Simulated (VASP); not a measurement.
# TePb (P6_3/mmc) in VASP: further runs

The runs below take TePb through single point, with PBE.

Everything below comes from runs of VASP 6.6.1. Logs are shortened: lines on timing, memory, paths and dates and some standing lists are left out, and cuts for length are marked.

## 1. The cell of the first run

It takes space group P6_3/mmc (No. 194, hexagonal). The conventional cell has a = 4.567 Å, b = 4.567 Å, c = 5.518 Å, α = 90.00°, β = 90.00°, γ = 120.00°. Within 3.5 Å of Pb (site symmetry -6m2) lie 5 Te at 2.64 to 2.76 Å. Te (site symmetry -6m2) has 5 Pb at 2.64 to 2.76 Å within 3.5 Å.

## 2. Single point, PBE

INCAR

```
SYSTEM = TePb
PREC = Accurate ; ENCUT = 520
EDIFF = 1E-6 ; ISMEAR = -1
SIGMA = 0.08 ; LREAL = .FALSE.
LASPH = .TRUE. ; NELM = 60
ALGO = Normal ; ISIF = 2
LWAVE = .FALSE. ; LCHARG = .FALSE.
GGA = PE ; NBANDS = 28
```

KPOINTS

```
Automatic mesh
0
G
  10 10 5
  0 0 0
```

POSCAR

```
TePb
1.0
    4.5674444348      0.0000000000      0.0000000000
   -2.2837222174      3.9555229109      0.0000000000
    0.0000000000      0.0000000000      5.5184965513
Pb Te
2 2
Direct
    0.3333333333      0.6666666667     -0.0620001934
    0.6666666667      0.3333333333      0.4379998066
    0.3333333333      0.6666666667      0.4380001934
    0.6666666667      0.3333333333      0.9380001934
```

Potentials or basis: VASP PAW PBE potentials, release 64 (Pb_d, Te).

Run with:

```
$ cat potpaw_PBE.64/Pb_d/POTCAR potpaw_PBE.64/Te/POTCAR > POTCAR
$ mpirun -np 1 vasp_std > vasp.out
```

OUTCAR:

```text
SYSTEM = TePb
   PREC = Accurate
   ENCUT = 520
   EDIFF = 1E-6
   ISMEAR = -1
   LREAL = .FALSE.
   LASPH = .TRUE.
   NELM = 60
   ISIF = 2
   GGA = PE

 ion  position               nearest neighbor table
   1  0.333  0.667  0.938-   4 2.64   4 2.64   4 2.64   3 2.76   3 2.76   2 3.82   2 3.82   2 3.82
                             2 3.82   2 3.82   2 3.82
   2  0.667  0.333  0.438-   3 2.64   3 2.64   3 2.64   4 2.76   4 2.76   1 3.82   1 3.82   1 3.82
                             1 3.82   1 3.82   1 3.82
   3  0.333  0.667  0.438-   2 2.64   2 2.64   2 2.64   1 2.76   1 2.76
   4  0.667  0.333  0.938-   1 2.64   1 2.64   1 2.64   2 2.76   2 2.76

  LATTYP: Found a hexagonal cell.
 ALAT       =     4.5674444348
 C/A-ratio  =     1.2082241240

  Lattice vectors:

 A1 = (   4.5674444348,   0.0000000000,   0.0000000000)
 A2 = (  -2.2837222174,   3.9555229109,   0.0000000000)
 A3 = (   0.0000000000,   0.0000000000,   5.5184965513)

Analysis of symmetry for initial positions (statically):
=====================================================================
 Subroutine PRICEL returns:
 Original cell was already a primitive cell.

 Routine SETGRP: Setting up the symmetry group for a
 hexagonal supercell.

 Subroutine GETGRP returns: Found 24 space group operations
 (whereof  6 operations were pure point group operations)
 out of a pool of 24 trial point group operations.

The static configuration has the point symmetry C_3v.
 The point group associated with its full space group is D_6h.

Analysis of symmetry for dynamics (positions and initial velocities):
=====================================================================
 Subroutine PRICEL returns:
 Original cell was already a primitive cell.

 Routine SETGRP: Setting up the symmetry group for a
 hexagonal supercell.

 Subroutine GETGRP returns: Found 24 space group operations
 (whereof  6 operations were pure point group operations)
 out of a pool of 24 trial point group operations.

The dynamic configuration has the point symmetry C_3v.
 The point group associated with its full space group is D_6h.

 Subroutine INISYM returns: Found 24 space group operations
 (whereof  6 operations are pure point group operations),
 and found     1 'primitive' translations

----------------------------------------------------------------------------------------

[... 94 lines left out ...]
   ENCUT  =  520.0 eV  38.22 Ry    6.18 a.u.   8.49  8.49 10.26*2*pi/ulx,y,z
   NELM   =     60;   NELMIN=  2; NELMDL= -5     # of ELM steps
   EDIFF  = 0.1E-05   stopping-criterion for ELM
   LREAL  =      F    real-space projection
   EDIFFG = 0.1E-04   stopping-criterion for IOM
   NSW    =      0    number of steps for IOM
   IBRION =     -1    ionic relax: 0-MD 1-quasi-New 2-CG
   NFREE  =      0    steps in history (QN), initial steepest desc. (CG)
   ISIF   =      2    stress and relaxation
   ISYM   =      2    0-nonsym 1-usesym 2-fastsym
   POTIM  = 0.5000    time-step for ionic-motion
   TEBEG  =    0.0;   TEEND  =   0.0 temperature during run
   PSTRESS=    0.0 pullay stress
   NELECT =      40.0000    total number of electrons
   NUPDOWN=      -1.0000    fix difference up-down
   EMIN   =  10.00;   EMAX   =-10.00  energy-range for DOS
   EFERMI =   0.00;   METHOD = LEGACY
   ISMEAR =    -1;   SIGMA  =   0.08  broadening in eV -4-tet -1-fermi 0-gaus
   EFERMI_NEDOS =   21; number of points for ismear=-14 and -15
   IALGO  =     38    algorithm
   IMIX   =      4    mixing-type and parameters
     AMIX     =   0.40;   BMIX     =  1.00
     AMIX_MAG =   1.60;   BMIX_MAG =  1.00
  volume/ion in A,a.u.               =      24.93       168.20
  Fermi-wavevector in a.u.,A,eV,Ry     =   1.207431  2.281713 19.835779  1.457889
  Thomas-Fermi vector in A             =   2.343068
   LORBIT       =      0    0 simple, 1 ext, 2 COOP (PROOUT), +10 PAW based schemes
   GGA     = PE    functional components
   LHFCALC =     F    Hartree Fock is set to
   AEXX    =    0.0000 exact exchange contribution
   IVDW    =     0    specifies the selected vdW correction
   LEPSILON=     F    determine dielectric tensor
   LRPA    =     F    only Hartree local field effects (RPA)
 non-spin polarized calculation
  energy-cutoff  :      520.00
  volume of cell :       99.70
 maximum number of plane-waves:      2727
 NGX is ok and might be reduce to    36
   NGX = 17   NGY = 17   NGZ = 21

 number of electron      40.0000002 magnetization

 Free energy of the ion-electron system (eV)
  ---------------------------------------------------
  ext. energy  EPLUGINS =         0.00000000
  ---------------------------------------------------
  free energy    TOTEN  =        -6.73331418 eV

  energy without entropy =       -6.68904965  energy(sigma->0) =       -6.71118191

 E-fermi :  10.5744     XC(G=0): -10.5107

 val. band max:       10.5721200911   @ k =   0.1000  -0.0000   0.0000
 cond. band min:      10.5843860794   @ k =   0.1000   0.1000   0.4000
 fundamental gap:      0.0122659884
 Fermi energy:        10.5743768034

 k-point     1 :       0.0000    0.0000    0.0000
  band No.  band energies     occupation
      1      -8.1432      2.00000
      2      -7.7056      2.00000
      3      -7.7056      2.00000
      4      -7.7004      2.00000
      5      -7.7004      2.00000
      6      -7.6242      2.00000
[... 733 lines left out ...]
     27      16.1581      0.00000
     28      16.3984      0.00000

 [... further k-points ...]

------------------------ aborting loop because EDIFF is reached ----------------------------------------

  FORCE on cell =-STRESS in cart. coord.  units (eV):
  Direction    XX          YY          ZZ          XY          YZ          ZX
  --------------------------------------------------------------------------------------
  -------------------------------------------------------------------------------------
  Total       33.5393388     33.5393388     33.5839750      0.0000000      0.0000000     -0.0000000
  in kB      538.9731449    538.9731449    539.6904431      0.0000000      0.0000000     -0.0000000
  external PRESSURE =     539.2122443 kB  Pullay stress =       0.0000000 kB

 VOLUME and BASIS-vectors are now :
 -----------------------------------------------------------------------------
  energy-cutoff  :      520.00
  volume of cell :       99.70
      direct lattice vectors                 reciprocal lattice vectors
     4.567444435  0.000000000  0.000000000     0.218940813  0.126405538  0.000000000
    -2.283722217  3.955522911  0.000000000     0.000000000  0.252811075  0.000000000
     0.000000000  0.000000000  5.518496551     0.000000000  0.000000000  0.181208775

 POSITION                                       TOTAL-FORCE (eV/Angst)
 -----------------------------------------------------------------------------------
     -0.00000      2.63702      5.17635        -0.000000     -0.000000      0.000000
      2.28372      1.31851      2.41710         0.000000      0.000000     -0.000000
     -0.00000      2.63702      2.41710        -0.000000      0.000000     -0.000000
      2.28372      1.31851      5.17635         0.000000     -0.000000      0.000000
 -----------------------------------------------------------------------------------
    total drift:                               -0.000000      0.000000     -0.000676

  FREE ENERGIE OF THE ION-ELECTRON SYSTEM (eV)
  ---------------------------------------------------
  free  energy   TOTEN  =        -6.7333141811 eV

  energy  without entropy=       -6.6890496475  energy(sigma->0) =       -6.71118191
```

OSZICAR:

```text
N       E                     dE             d eps       ncg     rms          rms(c)
DAV:   1     0.428357675235E+03    0.42836E+03   -0.18791E+04  2352   0.156E+03
DAV:   2     0.341678062132E+02   -0.39419E+03   -0.38377E+03  2376   0.409E+02
DAV:   3    -0.521431614483E+01   -0.39382E+02   -0.38447E+02  3056   0.150E+02
DAV:   4    -0.688396600939E+01   -0.16696E+01   -0.16594E+01  2920   0.310E+01
DAV:   5    -0.696028330743E+01   -0.76317E-01   -0.76294E-01  3492   0.684E+00    0.187E+01
DAV:   6    -0.678443665810E+01    0.17585E+00   -0.17678E-01  3292   0.387E+00    0.114E+01
DAV:   7    -0.673779086690E+01    0.46646E-01   -0.21122E-01  3476   0.286E+00    0.974E-01
DAV:   8    -0.673298942440E+01    0.48014E-02   -0.27747E-02  3528   0.154E+00    0.584E-01
DAV:   9    -0.673339421813E+01   -0.40479E-03   -0.28582E-03  2676   0.220E-01    0.235E-01
DAV:  10    -0.673330379961E+01    0.90419E-04   -0.17561E-04  2952   0.112E-01    0.458E-02
DAV:  11    -0.673331332039E+01   -0.95208E-05   -0.50842E-05  3148   0.316E-02    0.438E-02
DAV:  12    -0.673331418112E+01   -0.86072E-06   -0.34743E-06  2496   0.102E-02
   1 F= -.67333142E+01 E0= -.67111819E+01  d E =-.442645E-01
```

It took 40 s on 1 thread of Intel Xeon 6975P-C (Granite Rapids), shared host; peak memory 0.28 GiB.

What came out:

```yaml
Free_energy: -6.7333 eV
Pressure: 53.9 GPa
Band_gap_on_the_k_mesh: zero (bands 20 and 21 overlap by 0.55 eV)
```

Levels at points of the mesh, in eV from the Fermi level:
| k point | band 18 | band 19 | band 20 | band 21 | band 22 | band 23 |
| --- | --- | --- | --- | --- | --- | --- |
| (0.00, 0.00, 0.00) | -3.23 | -2.89 | -2.89 | -0.28 | -0.28 | 2.69 |
| (0.50, 0.00, 0.00) | -4.01 | -3.99 | -0.30 | 2.66 | 3.28 | 3.43 |

Caveat: the cell stands under pressure; semilocal functionals underestimate gaps, and a narrow one can read as zero; spin-orbit coupling is left out, which moves the levels of the heavy elements.

## 3. Single point, PBE

INCAR

```
ALGO = Normal
EDIFF = 1E-6
ENCUT = 520
GGA = PE
ISIF = 2
ISMEAR = -1
LASPH = True
LCHARG = False
LREAL = False
LWAVE = False
NBANDS = 28
NELM = 60
PREC = Accurate
SIGMA = 0.08
```

KPOINTS

```
k-points
0
Gamma
  10 10 5
```

POSCAR, as its differences from that of step 2:

```diff
@@ -2,3 +2,3 @@
 1.0
-    4.5674444348      0.0000000000      0.0000000000
+    4.5674444347      0.0000000000      0.0000000000
    -2.2837222174      3.9555229109      0.0000000000
```

Potentials or basis: VASP PAW PBE potentials, release 64 (Pb_d, Te).

Run with:

```
$ cat potpaw_PBE.64/Pb_d/POTCAR potpaw_PBE.64/Te/POTCAR > POTCAR
$ mpirun -np 1 vasp_std > vasp.out
```

OUTCAR:

```text
EDIFF = 1E-6
   ENCUT = 520
   GGA = PE
   ISIF = 2
   ISMEAR = -1
   LASPH = True
   LREAL = False
   NELM = 60
   PREC = Accurate

 ion  position               nearest neighbor table
   1  0.333  0.667  0.938-   4 2.64   4 2.64   4 2.64   3 2.76   3 2.76   2 3.82   2 3.82   2 3.82
                             2 3.82   2 3.82   2 3.82
   2  0.667  0.333  0.438-   3 2.64   3 2.64   3 2.64   4 2.76   4 2.76   1 3.82   1 3.82   1 3.82
                             1 3.82   1 3.82   1 3.82
   3  0.333  0.667  0.438-   2 2.64   2 2.64   2 2.64   1 2.76   1 2.76
   4  0.667  0.333  0.938-   1 2.64   1 2.64   1 2.64   2 2.76   2 2.76

  LATTYP: Found a hexagonal cell.
 ALAT       =     4.5674444347
 C/A-ratio  =     1.2082241241

  Lattice vectors:

 A1 = (   4.5674444347,   0.0000000000,   0.0000000000)
 A2 = (  -2.2837222174,   3.9555229109,   0.0000000000)
 A3 = (   0.0000000000,   0.0000000000,   5.5184965513)

Analysis of symmetry for initial positions (statically):
=====================================================================
 Subroutine PRICEL returns:
 Original cell was already a primitive cell.

[... 175 lines left out ...]
 E-fermi :  10.5744     XC(G=0): -10.5107

 val. band max:       10.5721200914   @ k =   0.1000   0.0000   0.0000
 cond. band min:      10.5843860798   @ k =   0.1000   0.1000   0.4000
 fundamental gap:      0.0122659884
 Fermi energy:        10.5743768037

 k-point     1 :       0.0000    0.0000    0.0000
  band No.  band energies     occupation
      1      -8.1432      2.00000
      2      -7.7056      2.00000
      3      -7.7056      2.00000
      4      -7.7004      2.00000
      5      -7.7004      2.00000
      6      -7.6242      2.00000
[... 733 lines left out ...]
     27      16.1581      0.00000
     28      16.3984      0.00000

 [... further k-points ...]

------------------------ aborting loop because EDIFF is reached ----------------------------------------

  FORCE on cell =-STRESS in cart. coord.  units (eV):
  Direction    XX          YY          ZZ          XY          YZ          ZX
  --------------------------------------------------------------------------------------
  -------------------------------------------------------------------------------------
  Total       33.5393387     33.5393387     33.5839750     -0.0000000      0.0000000      0.0000000
  in kB      538.9731442    538.9731442    539.6904438     -0.0000000      0.0000000      0.0000000
  external PRESSURE =     539.2122441 kB  Pullay stress =       0.0000000 kB

 VOLUME and BASIS-vectors are now :
 -----------------------------------------------------------------------------
  energy-cutoff  :      520.00
  volume of cell :       99.70
      direct lattice vectors                 reciprocal lattice vectors
     4.567444435  0.000000000  0.000000000     0.218940813  0.126405538  0.000000000
    -2.283722217  3.955522911  0.000000000     0.000000000  0.252811075  0.000000000
     0.000000000  0.000000000  5.518496551     0.000000000  0.000000000  0.181208775

 POSITION                                       TOTAL-FORCE (eV/Angst)
 -----------------------------------------------------------------------------------
     -0.00000      2.63702      5.17635         0.000000      0.000000     -0.000000
      2.28372      1.31851      2.41710         0.000000      0.000000     -0.000000
     -0.00000      2.63702      2.41710        -0.000000     -0.000000      0.000000
      2.28372      1.31851      5.17635         0.000000      0.000000     -0.000000
 -----------------------------------------------------------------------------------
    total drift:                               -0.000000      0.000000     -0.000676

  FREE ENERGIE OF THE ION-ELECTRON SYSTEM (eV)
  ---------------------------------------------------
  free  energy   TOTEN  =        -6.7333141809 eV

  energy  without entropy=       -6.6890496473  energy(sigma->0) =       -6.71118191
```

Run time: 39 s. Hardware: 1 thread of Intel Xeon 6975P-C (Granite Rapids), shared host; peak memory 0.28 GiB.

Results:

| Quantity | Value |
| --- | --- |
| Free energy | -6.7333 eV |
| Pressure | 53.9 GPa |
| Band gap on the k mesh | zero (bands 20 and 21 overlap by 0.55 eV) |

Levels at points of the mesh, in eV from the Fermi level:
| k point | band 18 | band 19 | band 20 | band 21 | band 22 | band 23 |
| --- | --- | --- | --- | --- | --- | --- |
| (0.00, 0.00, 0.00) | -3.23 | -2.89 | -2.89 | -0.28 | -0.28 | 2.69 |
| (0.50, 0.00, 0.00) | -4.01 | -3.99 | -0.30 | 2.66 | 3.28 | 3.43 |

Caveat: the cell stands under pressure; semilocal functionals underestimate gaps, and a narrow one can read as zero; spin-orbit coupling is left out, which moves the levels of the heavy elements.
